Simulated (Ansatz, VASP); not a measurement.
## Two plane-wave programs on NaH

Contents of POSCAR:

```
NaH
1.0
   -0.2696660593      2.3970316378      2.2711874768
    2.3970316378     -0.2696660593      2.2711874768
    2.1273655785      2.1273655785      0.0000000000
Na H
1 1
Direct
    0.0000000000      0.0000000000      0.0000000000
    0.5000000000      0.5000000000      0.5000000000
```

File INCAR.step1:

```
SYSTEM = NaH
PREC = Accurate
ENCUT = 520
ISMEAR = -1
SIGMA = 0.2
LREAL = .False.
LASPH = .True.
NELM = 80
NBANDS = 11
GGA = PE
ALGO = Normal
EDIFF = 1E-4
LWAVE = .True.
LCHARG = .False.
```

INCAR.step2

```
SYSTEM = NaH
PREC = Accurate
ENCUT = 520
EDIFF = 1E-7
ISMEAR = -1
SIGMA = 0.2
LREAL = .False.
LASPH = .True.
NELM = 80
ALGO = Normal
ISIF = 2
LWAVE = .False.
LCHARG = .False.
METAGGA = R2SCAN
LMIXTAU = .True.
NBANDS = 11
ISTART = 1
```

The input KPOINTS:

```
Automatic mesh
0
Gamma
  8 8 8
  0 0 0
```

Input for Ansatz:

```yaml
crystal:
  lattice:
    - [-0.2696660593, 2.3970316378, 2.2711874768]
    - [2.3970316378, -0.2696660593, 2.2711874768]
    - [2.1273655785, 2.1273655785, 0.0]
  atoms:
    - { symbol: Na, position: [0.0, 0.0, 0.0] }
    - { symbol: H, position: [0.5, 0.5, 0.5] }
basis:
  ecutwfc: 520.0
kpoints:
  mp_grid: { grid: [8, 8, 8] }
hamiltonian:
  xc: r2scan
scf:
  occupations: { method: fermi_dirac, width: 0.2 }
output:
  forces: true
  stress: true
  eigenvalues: true
```

Change from the starting cell: engineering shear strain xy -0.2250, normal strain along z -0.0525.

Alike in both runs: task single point; functional r2SCAN; k mesh 8 × 8 × 8; occupations fermi-dirac, width 0.2 eV; no spin polarisation.

|  | VASP | Ansatz |
| --- | --- | --- |
| version | VASP 6.6.1 | Ansatz 0.2.0 |
| potentials or method | VASP PAW PBE potentials, release 64 (Na_pv, H), cutoff 520 eV | scalar-relativistic, plane waves, PAW |
| valence electrons in the cell | 8 | 10 |

VASP gave:

| Quantity | Value |
| --- | --- |
| gap on the k mesh at the Fermi level (eV) | 3.67 |
| least direct gap on the mesh (eV) | 5.22 |
| pressure (GPa) | 1.5 |
| traceless stress, the component that is largest in VASP (GPa) | 5.50 |

Task: Which values does Ansatz return?

Result: gap on the k mesh at the Fermi level (eV): 3.65; least direct gap on the mesh (eV): 5.23; pressure (GPa): 1.8; traceless stress, the component that is largest in VASP (GPa): 5.42.

VASP's potentials were made for PBE, not for r2SCAN. VASP's potentials hold 8 valence electrons a cell and Ansatz's 10, so a difference there can come from the potentials and not from the codes.
